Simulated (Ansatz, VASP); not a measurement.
# One calculation of InP, two programs

```
In P
1.0
     0.00000    2.76883    2.76883
     2.76883    0.00000    2.76883
     2.76883    2.76883    0.00000
In P
1 1
Direct
  0.00000 0.00000 0.00000
  0.50000 0.50000 0.50000
```

Alike in both runs: task single point; functional PBE; k mesh 8 × 8 × 8; occupations gaussian, width 0.03 eV; no spin polarisation.

|  | VASP | Ansatz |
| --- | --- | --- |
| version | VASP 6.6.1 | Ansatz 0.2.0 |
| potentials or method | VASP PAW PBE potentials, release 64 (In_d, P) | Ansatz PAW |
| plane-wave cutoff (eV) | 520 | 420 |
| valence electrons in the cell | 18 | 18 |

|  | VASP | Ansatz | Ansatz less VASP |
| --- | --- | --- | --- |
| gap on the k mesh at the Fermi level (eV) | none | none | - |
| pressure (GPa) | -0.1 | -0.1 | +0.04 |

A gap of «none» marks a metal or a gap that the smearing closes. The functional is the same, so the differences come from potentials, cutoffs and numerics.
